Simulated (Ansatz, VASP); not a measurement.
# Two plane-wave programs on ZnCd3O

```
Zn Cd O
1.0
     4.63421    0.00000    0.00000
     0.00000    4.63421    0.00000
     0.00000    0.00000    4.63421
Zn Cd O
1 3 1
Direct
  0.50000 0.50000 0.50000
  0.50000 0.00000 0.00000
  0.00000 0.50000 0.00000
  0.00000 0.00000 0.50000
  0.00000 0.00000 0.00000
```

Alike in both runs: task single point; functional PBE; k mesh 4 × 4 × 4; occupations gaussian, width 0.1 eV; collinear spin.

|  | VASP | Ansatz |
| --- | --- | --- |
| version | VASP 6.6.1 | Ansatz 0.2.0 |
| potentials or method | VASP PAW PBE potentials, release 64 (Zn, Cd, O), cutoff 520 eV | scalar-relativistic, plane waves, PAW |
| valence electrons in the cell | 54 | 78 |

```tsv
	VASP	Ansatz	Ansatz less VASP
gap on the k mesh at the Fermi level (eV)	none	none	-
pressure (GPa)	0.3	-0.3	-0.52
net moment per atom (μB)	0.00	0.00	0.000
```

A gap of «none» marks a metal or a gap that the smearing closes. VASP's potentials hold 54 valence electrons a cell and Ansatz's 78, so a difference there can come from the potentials and not from the codes. Ansatz's warnings: seeded moment not kept.
